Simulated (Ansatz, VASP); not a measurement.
One calculation of Ta, two programs

```
Ta
1.0
     0.00000    3.02764    3.02764
     3.02764    0.00000    3.02764
     3.02764    3.02764    0.00000
Ta
2
Direct
  0.00000 0.00000 0.00000
  0.25000 0.25000 0.25000
```

Change from the starting cell: volume scaled by 0.975.

Alike in both runs: task single point; functional PBE; k mesh 9 × 9 × 9; occupations fermi-dirac, width 0.03 eV; no spin polarisation.

|  | VASP | Ansatz |
| --- | --- | --- |
| version | VASP 6.6.1 | Ansatz 0.2.0 |
| potentials or method | VASP PAW PBE potentials, release 64 (Ta_pv), cutoff 520 eV | all-electron LAPW, scalar-relativistic |

```tsv
	VASP	Ansatz	Ansatz less VASP
pressure (GPa)	1.9	1.8	-0.16
```

Ansatz ran all-electron here, and VASP with PAW potentials.

Spin-orbit coupling is off throughout.
